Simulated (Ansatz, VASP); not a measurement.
## As in VASP and in Ansatz

```
As
1.0
     3.82164    0.00000    0.00000
    -1.91082    3.30964    0.00000
     0.00000    0.00000   28.57424
As
2
Direct
  0.33333 0.66667 0.47665
  0.66667 0.33333 0.52335
```

Change from the starting cell: biaxial strain +0.070, atoms relaxed.

Alike in both runs: functional PBE; dispersion D3(BJ); k mesh 9 × 9 × 1; occupations gaussian, width 0.02 eV; no spin polarisation.

Ansatz relaxed the structure, and its values are those at the end. VASP's run is a single point on that final structure, the one shown.

|  | VASP | Ansatz |
| --- | --- | --- |
| version | VASP 6.6.1 | Ansatz 0.2.0 |
| potentials or method | VASP PAW PBE potentials, release 64 (As_d), cutoff 400 eV | scalar-relativistic, plane waves, PAW |
| valence electrons in the cell | 30 | 30 |

|  | VASP | Ansatz | Ansatz less VASP |
| --- | --- | --- | --- |
| gap on the k mesh at the Fermi level (eV) | 0.96 | 0.98 | +0.024 |
| least direct gap on the mesh (eV) | 0.98 | 1.00 | +0.024 |
| rms of the force components (eV/Å) | 0.017 | 0.001 | -0.0161 |

Ansatz's warnings: stress scf threshold loose.
